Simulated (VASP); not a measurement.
# BN (F-43m) in VASP: a series of runs

BN is run at these levels: r2SCAN, PBE; tasks: single point, relaxation of cell and atoms.

Everything below comes from runs of VASP 6.6.1. Logs are shortened: lines on timing, memory, paths and dates and some standing lists are left out, and cuts for length are marked.

### Step 1. The cell of the first run

The structure is cubic, space group F-43m (No. 216). Conventional cell: a = 3.625 Å, b = 3.625 Å, c = 3.625 Å, α = 90.00°, β = 90.00°, γ = 90.00°. B (site symmetry -43m) has 4 N at 1.57 Å within 2.1 Å. N (site symmetry -43m) has 4 B at 1.57 Å within 2.1 Å.

### Step 2. Single point, r2SCAN

Input file POSCAR:

```
BN
1.0
    0.0000000000      1.8123816016      1.8123816016
    1.8123816016      0.0000000000      1.8123816016
    1.8123816016      1.8123816016      0.0000000000
B N
1 1
Direct
    0.5000000000      0.5000000000      0.5000000000
    0.2500000000      0.2500000000      0.2500000000
```

Input file INCAR.step1:

```
SYSTEM = BN
  ALGO = Normal
  EDIFF = 1E-4
  ENCUT = 520
  GGA = PE
  ISMEAR = 0
  LASPH = .True.
  LCHARG = .False.
  LREAL = .False.
  LWAVE = .True.
  NBANDS = 11
  NELM = 80
  PREC = Accurate
  SIGMA = 0.02
```

Input file INCAR.step2:

```
SYSTEM = BN
  ALGO = Normal
  EDIFF = 1E-6
  ENCUT = 520
  ISIF = 2
  ISMEAR = 0
  ISTART = 1
  LASPH = .True.
  LCHARG = .False.
  LMIXTAU = .True.
  LREAL = .False.
  LWAVE = .False.
  METAGGA = R2SCAN
  NBANDS = 11
  NELM = 80
  PREC = Accurate
  SIGMA = 0.02
```

Input file KPOINTS:

```
k-points
0
Gamma
  12 12 12
  0 0 0
```

Potentials or basis: VASP PAW PBE potentials, release 64 (B, N).

Started as:

```bash
$ cat potpaw_PBE.64/B/POTCAR potpaw_PBE.64/N/POTCAR > POTCAR
$ cp INCAR.step1 INCAR
$ mpirun -np 1 vasp_std > vasp.out
$ cp INCAR.step2 INCAR
$ mpirun -np 1 vasp_std > vasp.out
```

OUTCAR:

```text
SYSTEM = BN
   EDIFF = 1E-6
   ENCUT = 520
   ISIF = 2
   ISMEAR = 0
   ISTART = 1
   LASPH = .True.
   LREAL = .False.
   METAGGA = R2SCAN
   NELM = 80
   PREC = Accurate

 ion  position               nearest neighbor table
   1  0.500  0.500  0.500-   2 1.57   2 1.57   2 1.57   2 1.57
   2  0.250  0.250  0.250-   1 1.57   1 1.57   1 1.57   1 1.57

  LATTYP: Found a face centered cubic cell.
 ALAT       =     3.6247632032

  Lattice vectors:

 A1 = (   0.0000000000,   1.8123816016,   1.8123816016)
 A2 = (   1.8123816016,   0.0000000000,   1.8123816016)
 A3 = (   1.8123816016,   1.8123816016,   0.0000000000)

Analysis of symmetry for initial positions (statically):
=====================================================================
 Subroutine PRICEL returns:
 Original cell was already a primitive cell.

 Routine SETGRP: Setting up the symmetry group for a
 face centered cubic supercell.

 Subroutine GETGRP returns: Found 24 space group operations
 (whereof 24 operations were pure point group operations)
 out of a pool of 48 trial point group operations.

The static configuration has the point symmetry T_d .

Analysis of symmetry for dynamics (positions and initial velocities):
=====================================================================
 Subroutine PRICEL returns:
 Original cell was already a primitive cell.

 Routine SETGRP: Setting up the symmetry group for a
 face centered cubic supercell.

 Subroutine GETGRP returns: Found 24 space group operations
 (whereof 24 operations were pure point group operations)
 out of a pool of 48 trial point group operations.

The dynamic configuration has the point symmetry T_d .

 Subroutine INISYM returns: Found 24 space group operations
 (whereof 24 operations are pure point group operations),
 and found     1 'primitive' translations

----------------------------------------------------------------------------------------

                                     Primitive cell

  volume of cell :      11.9064

  direct lattice vectors                    reciprocal lattice vectors
     0.000000000  1.812381602  1.812381602    -0.275880090  0.275880090  0.275880090
     1.812381602  0.000000000  1.812381602     0.275880090 -0.275880090  0.275880090
     1.812381602  1.812381602  0.000000000     0.275880090  0.275880090 -0.275880090

  length of vectors
     2.563094641  2.563094641  2.563094641     0.477838333  0.477838333  0.477838333

  position of ions in fractional coordinates (direct lattice)
     0.500000000  0.500000000  0.500000000
     0.250000000  0.250000000  0.250000000

  ion indices of the primitive-cell ions
   primitive index   ion index
                 1           1
                 2           2

----------------------------------------------------------------------------------------

 KPOINTS: k-points

Automatic generation of k-mesh.
 Grid dimensions read from file:
 generate k-points for:   12   12   12

 Generating k-lattice:

  Cartesian coordinates                     Fractional coordinates (reciprocal lattice)
    -0.022990008  0.022990008  0.022990008     0.083333333  0.000000000  0.000000000
     0.022990008 -0.022990008  0.022990008     0.000000000  0.083333333  0.000000000
     0.022990008  0.022990008 -0.022990008     0.000000000  0.000000000  0.083333333

  Length of vectors
     0.039819861  0.039819861  0.039819861

  Shift w.r.t. Gamma in fractional coordinates (k-lattice)
     0.000000000  0.000000000  0.000000000

 Subroutine IBZKPT returns following result:
 ===========================================

 Found     72 irreducible k-points:

 Following reciprocal coordinates:
            Coordinates               Weight
  0.000000  0.000000  0.000000      1.000000
  0.083333  0.000000  0.000000      8.000000
  0.166667  0.000000  0.000000      8.000000
  0.250000  0.000000  0.000000      8.000000
  0.333333  0.000000  0.000000      8.000000
  0.416667  0.000000  0.000000      8.000000
[... 16 lines left out ...]
  0.500000  0.166667  0.000000     24.000000
 -0.416667  0.166667  0.000000     24.000000
 [... further k-points ...]
   k-points           NKPTS =     72   k-points in BZ     NKDIM =     72   number of bands    NBANDS=     11
   number of dos      NEDOS =    301   number of ions     NIONS =      2
   total plane-waves  NPLWV =   8000
   dimension x,y,z NGX =    20 NGY =   20 NGZ =   20
   dimension x,y,z NGXF=    40 NGYF=   40 NGZF=   40
   ions per type =               1   1
   NGX,Y,Z   is equivalent  to a cutoff of  12.97, 12.97, 12.97 a.u.
   NGXF,Y,Z  is equivalent  to a cutoff of  25.94, 25.94, 25.94 a.u.
 SYSTEM =  BN
   PREC   = accura    normal or accurate (medium, high low for compatibility)
   ISTART =      1    job   : 0-new  1-cont  2-samecut
   ICHARG =      0    charge: 1-file 2-atom 10-const
   ISPIN  =      1    spin polarized calculation?
   LNONCOLLINEAR =      F non collinear calculations
   LSORBIT =      F    spin-orbit coupling
   LASPH  =      T    aspherical Exc in radial PAW
   ENCUT  =  520.0 eV  38.22 Ry    6.18 a.u.   4.77  4.77  4.77*2*pi/ulx,y,z
   NELM   =     80;   NELMIN=  2; NELMDL=  0     # of ELM steps
   EDIFF  = 0.1E-05   stopping-criterion for ELM
   LREAL  =      F    real-space projection
   EDIFFG = 0.1E-04   stopping-criterion for IOM
   NSW    =      0    number of steps for IOM
   IBRION =     -1    ionic relax: 0-MD 1-quasi-New 2-CG
   NFREE  =      0    steps in history (QN), initial steepest desc. (CG)
   ISIF   =      2    stress and relaxation
   ISYM   =      2    0-nonsym 1-usesym 2-fastsym
   POTIM  = 0.5000    time-step for ionic-motion
   TEBEG  =    0.0;   TEEND  =   0.0 temperature during run
   PSTRESS=    0.0 pullay stress
   NELECT =       8.0000    total number of electrons
   NUPDOWN=      -1.0000    fix difference up-down
   EMIN   =  10.00;   EMAX   =-10.00  energy-range for DOS
   EFERMI =   0.00;   METHOD = LEGACY
   ISMEAR =     0;   SIGMA  =   0.02  broadening in eV -4-tet -1-fermi 0-gaus
   EFERMI_NEDOS =   21; number of points for ismear=-14 and -15
   IALGO  =     38    algorithm
   IMIX   =      4    mixing-type and parameters
     AMIX     =   0.40;   BMIX     =  1.00
     AMIX_MAG =   1.60;   BMIX_MAG =  1.00
  volume/ion in A,a.u.               =       5.95        40.17
  Fermi-wavevector in a.u.,A,eV,Ry     =   1.433877  2.709634 27.973616  2.056003
  Thomas-Fermi vector in A             =   2.553347
   LORBIT       =      0    0 simple, 1 ext, 2 COOP (PROOUT), +10 PAW based schemes
   METAGGA = R2SCAN    functional components
   LHFCALC =     F    Hartree Fock is set to
   AEXX    =    0.0000 exact exchange contribution
   IVDW    =     0    specifies the selected vdW correction
   LEPSILON=     F    determine dielectric tensor
   LRPA    =     F    only Hartree local field effects (RPA)
 non-spin polarized calculation
 Gauss-broadening in eV      SIGMA  =   0.02
  energy-cutoff  :      520.00
  volume of cell :       11.91
 maximum number of plane-waves:       332
   NGX =  9   NGY =  9   NGZ =  9

 number of electron       7.9999999 magnetization

 Free energy of the ion-electron system (eV)
  ---------------------------------------------------
  ext. energy  EPLUGINS =         0.00000000
  ---------------------------------------------------
  free energy    TOTEN  =       -19.17072789 eV

  energy without entropy =      -19.17072789  energy(sigma->0) =      -19.17072789

 E-fermi :   7.3904     XC(G=0): -13.6034

 val. band max:        7.1432808173   @ k =   0.0000   0.0000   0.0000
 cond. band min:      12.1093775091   @ k =   0.5000   0.5000   0.0000
 fundamental gap:      4.9660966918
 Fermi energy:         7.3903631228

 k-point     1 :       0.0000    0.0000    0.0000
  band No.  band energies     occupation
      1     -14.0543      2.00000
      2       7.1433      2.00000
      3       7.1433      2.00000
      4       7.1433      2.00000
      5      16.6298      0.00000
      6      16.6298      0.00000
      7      16.6298      0.00000
      8      18.0666      0.00000
      9      33.1162      0.00000
     10      35.7869      0.00000
     11      35.7869      0.00000

 k-point     2 :       0.0833    0.0000    0.0000
  band No.  band energies     occupation
      1     -13.8805      2.00000
      2       6.1957      2.00000
      3       6.9587      2.00000
      4       6.9587      2.00000
      5      16.8379      0.00000
      6      16.9150      0.00000
      7      16.9150      0.00000
      8      18.6670      0.00000
      9      32.9362      0.00000
     10      33.6850      0.00000
     11      33.6850      0.00000

 k-point     3 :       0.1667    0.0000    0.0000
  band No.  band energies     occupation
      1     -13.3661      2.00000
      2       4.0142      2.00000
      3       6.5080      2.00000
      4       6.5080      2.00000
      5      17.1254      0.00000
      6      17.5785      0.00000
      7      17.5785      0.00000
      8      20.1056      0.00000
      9      32.0911      0.00000
     10      32.0911      0.00000
     11      32.3974      0.00000

 k-point     4 :       0.2500    0.0000    0.0000
  band No.  band energies     occupation
      1     -12.5378      2.00000
      2       1.4570      2.00000
      3       5.9852      2.00000
      4       5.9852      2.00000
      5      17.3901      0.00000
      6      18.2092      0.00000
      7      18.2092      0.00000
      8      21.5697      0.00000
      9      31.6976      0.00000
     10      31.6976      0.00000
     11      31.8274      0.00000
[... 239 lines left out ...]
 k-point    22 :       0.4167    0.1667    0.0000
  band No.  band energies     occupation
      1     -10.5573      2.00000
      2      -1.3240      2.00000
      3       3.8922      2.00000
      4       4.1013      2.00000
      5      16.2746      0.00000
      6      20.2890      0.00000
      7      20.8720      0.00000
      8      21.7586      0.00000
      9      28.7012      0.00000
     10      34.6900      0.00000
     11      36.7956      0.00000

 k-point    23 :       0.5000    0.1667    0.0000
  band No.  band energies     occupation
      1      -9.6015      2.00000
      2      -2.8913      2.00000
      3       3.2865      2.00000
      4       4.1753      2.00000
      5      16.6349      0.00000
      6      20.2050      0.00000
      7      20.6051      0.00000
      8      23.1752      0.00000
      9      29.1044      0.00000
     10      34.9109      0.00000
     11      36.0209      0.00000

 k-point    24 :      -0.4167    0.1667    0.0000
  band No.  band energies     occupation
      1      -9.4234      2.00000
      2      -3.1549      2.00000
      3       2.8725      2.00000
      4       4.5000      2.00000
      5      17.1027      0.00000
      6      20.0533      0.00000
      7      20.1882      0.00000
      8      23.8520      0.00000
      9      29.3945      0.00000
     10      33.6110      0.00000
     11      35.2129      0.00000

 [... further k-points ...]

------------------------ aborting loop because EDIFF is reached ----------------------------------------

  FORCE on cell =-STRESS in cart. coord.  units (eV):
  Direction    XX          YY          ZZ          XY          YZ          ZX
  --------------------------------------------------------------------------------------
  -------------------------------------------------------------------------------------
  Total       -0.2753409     -0.2753409     -0.2753409     -0.0000000      0.0000000     -0.0000000
  in kB      -37.0512060    -37.0512060    -37.0512060     -0.0000000      0.0000000     -0.0000000
  external PRESSURE =     -37.0512060 kB  Pullay stress =       0.0000000 kB

 VOLUME and BASIS-vectors are now :
 -----------------------------------------------------------------------------
  energy-cutoff  :      520.00
  volume of cell :       11.91
      direct lattice vectors                 reciprocal lattice vectors
     0.000000000  1.812381602  1.812381602    -0.275880090  0.275880090  0.275880090
     1.812381602  0.000000000  1.812381602     0.275880090 -0.275880090  0.275880090
     1.812381602  1.812381602  0.000000000     0.275880090  0.275880090 -0.275880090

 POSITION                                       TOTAL-FORCE (eV/Angst)
 -----------------------------------------------------------------------------------
      1.81238      1.81238      1.81238         0.000000      0.000000      0.000000
      0.90619      0.90619      0.90619        -0.000000     -0.000000     -0.000000
 -----------------------------------------------------------------------------------
    total drift:                               -0.000000     -0.000000     -0.000000

  FREE ENERGIE OF THE ION-ELECTRON SYSTEM (eV)
  ---------------------------------------------------
  free  energy   TOTEN  =       -19.1707278908 eV

  energy  without entropy=      -19.1707278908  energy(sigma->0) =      -19.17072789
```

Run time: 91 s. Hardware: 1 thread of AMD EPYC 7R13, shared host; peak memory 0.09 GiB.

Results:

- Free energy: -19.1707 eV
- Pressure: -3.7 GPa
- Band gap on the k mesh: 4.97 eV, indirect (least direct gap 9.49 eV)

Caveat: the PAW data sets were made with another functional, which shifts forces and pressure a little.

### Step 3. Relaxation of cell and atoms, PBE

Input file INCAR:

```
SYSTEM = BN
ALGO     = Normal         ! electronic algorithm
EDIFF    = 1E-6           ! SCF threshold, eV
EDIFFG   = -0.01          ! ionic threshold
ENCUT    = 600            ! plane-wave cutoff, eV
GGA      = PE             ! functional
IBRION   = 2              ! ionic algorithm
ISIF     = 3              ! what is computed and relaxed
ISMEAR   = 0              ! smearing method
LASPH    = .True.         ! aspherical terms in the spheres
LCHARG   = .False.        ! write CHGCAR
LREAL    = .False.        ! projectors in reciprocal space
LWAVE    = .False.        ! write WAVECAR
NELM     = 60             ! most SCF steps
NSW      = 100            ! ionic steps
PREC     = Accurate       ! precision mode
SIGMA    = 0.02           ! smearing width, eV
```

KPOINTS is that of step 2.

POSCAR is that of step 2.

Potentials or basis: VASP PAW PBE potentials, release 64 (B, N).

Started as:

```bash
$ cat potpaw_PBE.64/B/POTCAR potpaw_PBE.64/N/POTCAR > POTCAR
$ mpirun -np 1 vasp_std > vasp.out
```

Wall time 17 s (1 thread of AMD EPYC 7R13, shared host); peak memory 0.09 GiB.

It converged, with:

```yaml
Free_energy: -17.4547 eV
Pressure_after_relaxing: -0.1 GPa
Band_gap_on_the_k_mesh: 4.45 eV, indirect (least direct gap 8.78 eV)
```

Final structure:
```
B N
1.0
     0.00000    1.81238    1.81238
     1.81238    0.00000    1.81238
     1.81238    1.81238    0.00000
B N
1 1
Direct
  0.50000 0.50000 0.50000
  0.25000 0.25000 0.25000
```

Levels at points of the mesh, in eV from the valence-band top:
| k point | band 1 | band 2 | band 3 | band 4 | band 5 | band 6 | band 7 | band 8 |
| --- | --- | --- | --- | --- | --- | --- | --- | --- |
| (0.00, 0.00, 0.00) | -20.14 | 0.00 | 0.00 | 0.00 | 8.78 | 8.78 | 8.78 | 10.22 |
| (0.50, 0.00, 0.00) | -15.96 | -10.62 | -1.92 | -1.92 | 10.04 | 10.66 | 10.66 | 15.17 |
| (0.50, 0.50, 0.00) | -14.61 | -8.86 | -4.86 | -4.86 | 4.45 | 9.19 | 17.79 | 17.79 |

Caveat: the relaxation stopped at its first step, so nothing moved.
